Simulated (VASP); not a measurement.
A run of VASP 6.6.1:

File INCAR:

```
PREC     = Accurate       # precision mode
ENCUT    = 520            # plane-wave cutoff, eV
EDIFF    = 1E-6           # SCF threshold, eV
ISMEAR   = 0              # smearing method
SIGMA    = 0.05           # smearing width, eV
LREAL    = F              # projectors in reciprocal space
LASPH    = T              # aspherical terms in the spheres
NELM     = 200            # most SCF steps
ALGO     = Normal         # electronic algorithm
ISIF     = 2              # what is computed and relaxed
LWAVE    = F              # write WAVECAR
LCHARG   = F              # write CHGCAR
ISPIN    = 2              # spin polarisation
MAGMOM   = 0 0 0 0 0 0 2  # initial moments
LORBIT   = 11             # projections on sites
LMAXMIX  = 4              # l up to which the mixer works
LDIPOL   = T            
IDIPOL   = 3            
DIPOL    = 0.5 0.5 0.323
GGA      = PE             # functional
IVDW     = 12             # dispersion correction
NBANDS   = 39             # bands
GGA_COMPAT= F            
NELMDL   = -8           
KPAR     = 4
```

Contents of KPOINTS:

```
Automatic mesh
0
Gamma
  9 9 1
```

File POSCAR:

```
Zr2SiO4
1.0
    3.5974414580      0.0000000000      0.0000000000
   -1.7987207290      3.1154756913      0.0000000000
    0.0000000000      0.0000000000     21.3728427344
O Zr Si
4 2 1
Direct
    0.0000000000      0.0000000000      0.1871533913
    0.3333333333      0.6666666667      0.2558690668
    0.6666666667      0.3333333333      0.3197992968
    0.0000000000      0.0000000000      0.3917514782
    0.6666666667      0.3333333333      0.2215112290
    0.3333333333      0.6666666667      0.3546358399
    0.5000000000      0.3333333333      0.5321165217
```

Potentials or basis: VASP PAW PBE potentials, release 64 (O, Zr_sv, Si).

The run is started by

```sh
$ cat potpaw_PBE.64/O/POTCAR potpaw_PBE.64/Zr_sv/POTCAR potpaw_PBE.64/Si/POTCAR > POTCAR
$ mpirun -np 4 vasp_std > vasp.out
```

Hardware: 4 MPI ranks on Intel(R) Xeon(R) Platinum 8375C CPU @ 2.90GHz (Ice Lake), with other jobs on the host.

Task: Estimate the wall time of this run.

Result: It took 50 min on 4 MPI ranks on Intel(R) Xeon(R) Platinum 8375C CPU @ 2.90GHz (Ice Lake) (shared host), peak memory 0.85 GiB a rank. Counts: scf iterations 134, k points 41.
